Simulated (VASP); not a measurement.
# Ti4W (R-3m) in VASP: single point with PBEsol

Aim: the single point of Ti4W with PBEsol.

Everything below comes from runs of VASP 6.6.1. Logs are shortened: lines on timing, memory, paths and dates and some standing lists are left out, and cuts for length are marked.

## (1) The cell of the first run

It takes space group R-3m (No. 166, trigonal). Conventional cell: a = 4.586 Å, b = 4.586 Å, c = 13.882 Å, α = 90.00°, β = 90.00°, γ = 120.00°. Within 3.7 Å of Ti (site symmetry 3m) lie 3 W at 2.79 Å and 11 Ti at 2.85 to 3.19 Å. Ti (site symmetry 3m) has 4 W at 2.55 to 3.36 Å and 10 Ti at 2.69 to 3.13 Å within 3.4 Å. Within 3.4 Å of W (site symmetry -3m) lie 14 Ti at 2.55 to 3.36 Å.

## (2) Single point, PBEsol

Contents of INCAR:

```
PREC = Accurate
ENCUT = 520
EDIFF = 1E-6
ISMEAR = 0
SIGMA = 0.1
LREAL = F
LASPH = T
NELM = 60
ALGO = Fast
ISIF = 2
LWAVE = F
LCHARG = T
GGA = PS
LELF = T
LVHAR = T
NBANDS = 39
```

Contents of KPOINTS:

```
Automatic mesh
0
Gamma
  12 12 12
```

Contents of POSCAR:

```
Ti4W
1.0
    2.2930759103      1.3239079941      4.6272768000
   -2.2930759103      1.3239079941      4.6272768000
    0.0000000000     -2.6478159881      4.6272768000
Ti W
4 1
Direct
    0.8971990000      0.8971990000      0.8971990000
    0.1028010000      0.1028010000      0.1028010000
    0.3162480000      0.3162480000      0.3162480000
    0.6837520000      0.6837520000      0.6837520000
    0.5000000000      0.5000000000      0.5000000000
```

Potentials or basis: VASP PAW PBE potentials, release 64 (Ti_sv, W_sv).

The run is started by

```console
> cat potpaw_PBE.64/Ti_sv/POTCAR potpaw_PBE.64/W_sv/POTCAR > POTCAR
> mpirun -np 1 vasp_std > vasp.out
```

OUTCAR:

```text
PREC = Accurate
   ENCUT = 520
   EDIFF = 1E-6
   ISMEAR = 0
   LREAL = F
   LASPH = T
   NELM = 60
   ISIF = 2
   GGA = PS

 ion  position               nearest neighbor table
   1  0.897  0.897  0.897-   5 2.79   5 2.79   5 2.79   2 2.85   3 2.90   3 2.90   3 2.90
   2  0.103  0.103  0.103-   5 2.79   5 2.79   5 2.79   1 2.85   4 2.90   4 2.90   4 2.90
   3  0.316  0.316  0.316-   5 2.55   4 2.69   4 2.69   4 2.69   1 2.90   1 2.90   1 2.90
   4  0.684  0.684  0.684-   5 2.55   3 2.69   3 2.69   3 2.69   2 2.90   2 2.90   2 2.90
   5  0.500  0.500  0.500-   3 2.55   4 2.55   2 2.79   1 2.79   2 2.79   2 2.79   1 2.79   1 2.79

  LATTYP: Found a trigonal (rhomboedric) cell.
 ALAT       =     5.3312869076
 COS(alpha) =     0.6299991265

  Lattice vectors:

 A1 = (   2.2930759103,   1.3239079941,   4.6272768000)
 A2 = (  -2.2930759103,   1.3239079941,   4.6272768000)
 A3 = (   0.0000000000,  -2.6478159881,   4.6272768000)

Analysis of symmetry for initial positions (statically):
=====================================================================
 Subroutine PRICEL returns:
 Original cell was already a primitive cell.

 Routine SETGRP: Setting up the symmetry group for a
 trigonal (rhombohedral) supercell.

 Subroutine GETGRP returns: Found 12 space group operations
 (whereof 12 operations were pure point group operations)
 out of a pool of 12 trial point group operations.

The static configuration has the point symmetry D_3d.

Analysis of symmetry for dynamics (positions and initial velocities):
=====================================================================
 Subroutine PRICEL returns:
 Original cell was already a primitive cell.

 Routine SETGRP: Setting up the symmetry group for a
 trigonal (rhombohedral) supercell.

 Subroutine GETGRP returns: Found 12 space group operations
 (whereof 12 operations were pure point group operations)
 out of a pool of 12 trial point group operations.

The dynamic configuration has the point symmetry D_3d.

 Subroutine INISYM returns: Found 12 space group operations
 (whereof 12 operations are pure point group operations),
 and found     1 'primitive' translations

----------------------------------------------------------------------------------------

                                     Primitive cell

  volume of cell :      84.2855

  direct lattice vectors                    reciprocal lattice vectors
     2.293075910  1.323907994  4.627276800     0.218047731  0.125889916  0.072036610
    -2.293075910  1.323907994  4.627276800    -0.218047731  0.125889916  0.072036610
     0.000000000 -2.647815988  4.627276800     0.000000000 -0.251779833  0.072036610

  length of vectors
     5.331286908  5.331286908  5.331286908     0.261882335  0.261882335  0.261882335

  position of ions in fractional coordinates (direct lattice)
     0.897199000  0.897199000  0.897199000
     0.102801000  0.102801000  0.102801000
     0.316248000  0.316248000  0.316248000
     0.683752000  0.683752000  0.683752000
     0.500000000  0.500000000  0.500000000

  ion indices of the primitive-cell ions
   primitive index   ion index
                 1           1
                 2           2
                 3           3
                 4           4
                 5           5

----------------------------------------------------------------------------------------

 KPOINTS: Automatic mesh

Automatic generation of k-mesh.
 Grid dimensions read from file:
 generate k-points for:   12   12   12

 Generating k-lattice:

  Cartesian coordinates                     Fractional coordinates (reciprocal lattice)
     0.018170644  0.010490826  0.006003051     0.083333333  0.000000000  0.000000000
    -0.018170644  0.010490826  0.006003051     0.000000000  0.083333333  0.000000000
     0.000000000 -0.020981653  0.006003051    -0.000000000 -0.000000000  0.083333333

  Length of vectors
     0.021823528  0.021823528  0.021823528

  Shift w.r.t. Gamma in fractional coordinates (k-lattice)
     0.000000000  0.000000000  0.000000000

 Subroutine IBZKPT returns following result:
 ===========================================

 Found    189 irreducible k-points:

 Following reciprocal coordinates:
            Coordinates               Weight
  0.000000  0.000000  0.000000      1.000000
  0.083333  0.000000  0.000000      6.000000
  0.166667 -0.000000  0.000000      6.000000
  0.250000 -0.000000  0.000000      6.000000
  0.333333  0.000000  0.000000      6.000000
  0.416667 -0.000000  0.000000      6.000000
[... 16 lines left out ...]
  0.500000  0.166667  0.000000     12.000000
 -0.416667  0.166667  0.000000     12.000000
 [... further k-points ...]
   k-points           NKPTS =    189   k-points in BZ     NKDIM =    189   number of bands    NBANDS=     39
   number of dos      NEDOS =    301   number of ions     NIONS =      5
   total plane-waves  NPLWV =  64000
   dimension x,y,z NGX =    40 NGY =   40 NGZ =   40
   dimension x,y,z NGXF=    80 NGYF=   80 NGZF=   80
   ions per type =               4   1
   NGX,Y,Z   is equivalent  to a cutoff of  12.47, 12.47, 12.47 a.u.
   NGXF,Y,Z  is equivalent  to a cutoff of  24.95, 24.95, 24.95 a.u.
 SYSTEM =  unknown system
   PREC   = accura    normal or accurate (medium, high low for compatibility)
   ISTART =      0    job   : 0-new  1-cont  2-samecut
   ICHARG =      2    charge: 1-file 2-atom 10-const
   ISPIN  =      1    spin polarized calculation?
   LNONCOLLINEAR =      F non collinear calculations
   LSORBIT =      F    spin-orbit coupling
   LASPH  =      T    aspherical Exc in radial PAW
   ENCUT  =  520.0 eV  38.22 Ry    6.18 a.u.   9.91  9.91  9.91*2*pi/ulx,y,z
   NELM   =     60;   NELMIN=  2; NELMDL= -5     # of ELM steps
   EDIFF  = 0.1E-05   stopping-criterion for ELM
   LREAL  =      F    real-space projection
[... 7 lines left out ...]
   TEBEG  =    0.0;   TEEND  =   0.0 temperature during run
   PSTRESS=    0.0 pullay stress
   NELECT =      62.0000    total number of electrons
   NUPDOWN=      -1.0000    fix difference up-down
   EMIN   =  10.00;   EMAX   =-10.00  energy-range for DOS
   EFERMI =   0.00;   METHOD = LEGACY
   ISMEAR =     0;   SIGMA  =   0.10  broadening in eV -4-tet -1-fermi 0-gaus
   EFERMI_NEDOS =   21; number of points for ismear=-14 and -15
   IALGO  =     68    algorithm
   IMIX   =      4    mixing-type and parameters
     AMIX     =   0.40;   BMIX     =  1.00
     AMIX_MAG =   1.60;   BMIX_MAG =  1.00
  volume/ion in A,a.u.               =      16.86       113.76
  Fermi-wavevector in a.u.,A,eV,Ry     =   1.477818  2.792672 29.714406  2.183947
  Thomas-Fermi vector in A             =   2.592176
   LORBIT       =      0    0 simple, 1 ext, 2 COOP (PROOUT), +10 PAW based schemes
   GGA     = PS    functional components
   LHFCALC =     F    Hartree Fock is set to
   AEXX    =    0.0000 exact exchange contribution
   IVDW    =     0    specifies the selected vdW correction
   LEPSILON=     F    determine dielectric tensor
   LRPA    =     F    only Hartree local field effects (RPA)
 non-spin polarized calculation
 RMM-DIIS sequential band-by-band and
 Gauss-broadening in eV      SIGMA  =   0.10
  energy-cutoff  :      520.00
  volume of cell :       84.29
 maximum number of plane-waves:      2304
   NGX = 19   NGY = 19   NGZ = 19

 number of electron      61.9999999 magnetization

 Free energy of the ion-electron system (eV)
  ---------------------------------------------------
  ext. energy  EPLUGINS =         0.00000000
  ---------------------------------------------------
  free energy    TOTEN  =       -46.97423843 eV

  energy without entropy =      -46.93763912  energy(sigma->0) =      -46.95593877

 E-fermi :   8.4342     XC(G=0): -12.0933

 val. band max:        8.4323250225   @ k =   0.5000   0.5000   0.3333
 cond. band min:       8.4371706789   @ k =   0.4167   0.2500   0.0833
 fundamental gap:      0.0048456564
 Fermi energy:         8.4341777121

 k-point     1 :       0.0000    0.0000    0.0000
  band No.  band energies     occupation
      1     -64.3476      2.00000
      2     -47.8095      2.00000
      3     -47.7414      2.00000
      4     -47.6673      2.00000
      5     -47.5419      2.00000
      6     -28.6620      2.00000
[... 31 lines left out ...]
     38      10.7763      0.00000
     39      11.5566      0.00000

 k-point     2 :       0.0833    0.0000    0.0000
  band No.  band energies     occupation
      1     -64.3476      2.00000
      2     -47.8078      2.00000
      3     -47.7418      2.00000
      4     -47.6665      2.00000
      5     -47.5442      2.00000
      6     -28.6620      2.00000
[... 31 lines left out ...]
     38      10.6665      0.00000
     39      11.4178      0.00000

 k-point     3 :       0.1667   -0.0000    0.0000
  band No.  band energies     occupation
      1     -64.3476      2.00000
      2     -47.8032      2.00000
      3     -47.7428      2.00000
      4     -47.6637      2.00000
      5     -47.5508      2.00000
      6     -28.6621      2.00000
[... 31 lines left out ...]
     38      10.3768      0.00000
     39      11.5143      0.00000

 k-point     4 :       0.2500   -0.0000    0.0000
  band No.  band energies     occupation
      1     -64.3476      2.00000
      2     -47.7967      2.00000
      3     -47.7442      2.00000
      4     -47.6590      2.00000
      5     -47.5610      2.00000
      6     -28.6623      2.00000
[... 31 lines left out ...]
     38      10.4927      0.00000
     39      11.3786      0.00000
[... 754 lines left out ...]
     38      10.9947      0.00000
     39      11.3906      0.00000

 k-point    23 :       0.5000    0.1667    0.0000
  band No.  band energies     occupation
      1     -64.3475      2.00000
      2     -47.7815      2.00000
      3     -47.7494      2.00000
      4     -47.6401      2.00000
      5     -47.5907      2.00000
      6     -28.6614      2.00000
[... 31 lines left out ...]
     38      10.8866      0.00000
     39      11.0414      0.00000

 k-point    24 :      -0.4167    0.1667    0.0000
  band No.  band energies     occupation
      1     -64.3475      2.00000
      2     -47.7810      2.00000
      3     -47.7492      2.00000
      4     -47.6346      2.00000
      5     -47.5972      2.00000
      6     -28.6619      2.00000
[... 31 lines left out ...]
     38      10.8654      0.00000
     39      11.3201      0.00000

 [... further k-points ...]
[... 5 lines left out ...]
  --------------------------------------------------------------------------------------
  -------------------------------------------------------------------------------------
  Total       -2.7858683     -2.7858683     -2.8163093      0.0000000     -0.0000000      0.0000000
  in kB      -52.9563681    -52.9563681    -53.5350200      0.0000000     -0.0000000      0.0000000
  external PRESSURE =     -53.1492520 kB  Pullay stress =       0.0000000 kB

 VOLUME and BASIS-vectors are now :
 -----------------------------------------------------------------------------
  energy-cutoff  :      520.00
  volume of cell :       84.29
      direct lattice vectors                 reciprocal lattice vectors
     2.293075910  1.323907994  4.627276800     0.218047731  0.125889916  0.072036610
    -2.293075910  1.323907994  4.627276800    -0.218047731  0.125889916  0.072036610
     0.000000000 -2.647815988  4.627276800     0.000000000 -0.251779833  0.072036610

 POSITION                                       TOTAL-FORCE (eV/Angst)
 -----------------------------------------------------------------------------------
      0.00000      0.00000     12.45476         0.000000     -0.000000     -0.011665
      0.00000      0.00000      1.42707         0.000000      0.000000      0.011665
      0.00000      0.00000      4.39010         0.000000      0.000000      0.072322
      0.00000      0.00000      9.49173         0.000000     -0.000000     -0.072322
      0.00000      0.00000      6.94092         0.000000     -0.000000      0.000000
 -----------------------------------------------------------------------------------
    total drift:                                0.000000     -0.000000      0.000000

  FREE ENERGIE OF THE ION-ELECTRON SYSTEM (eV)
  ---------------------------------------------------
  free  energy   TOTEN  =       -46.9742384305 eV

  energy  without entropy=      -46.9376391173  energy(sigma->0) =      -46.95593877
```

Wall time 61 min (1 thread of Intel Xeon Platinum 8259CL at 2.50GHz (Skylake/Cascade Lake), shared host); peak memory 0.62 GiB.

Results:

* Free energy: -46.9742 eV
* Pressure: -5.3 GPa
* Largest force: 0.072 eV/Å
* Band gap on the k mesh: zero (bands 31 and 32 overlap by 0.86 eV)

Forces in eV/Å, atoms in the order of the input:
```
Ti   0.000  0.000 -0.012
Ti   0.000  0.000  0.012
Ti   0.000  0.000  0.072
Ti   0.000  0.000 -0.072
W    0.000  0.000  0.000
```

Levels at points of the mesh, in eV from the Fermi level:
```
           k point  band 29  band 30  band 31  band 32  band 33  band 34
(0.00, 0.00, 0.00)    -0.93    -0.93    -0.65    -0.64     1.13     1.14
(0.50, 0.00, 0.00)    -0.68    -0.29    -0.28     0.04     0.32     0.87
(0.50, 0.50, 0.00)    -0.56    -0.29    -0.07     0.02     0.58     1.30
(0.50, 0.50, 0.50)    -0.43    -0.43    -0.35    -0.35     0.62     0.62
```

Caveat: the cell stands under tension; the PAW data sets were made with another functional, which shifts forces and pressure a little; spin-orbit coupling is left out, which moves the levels of the heavy elements.
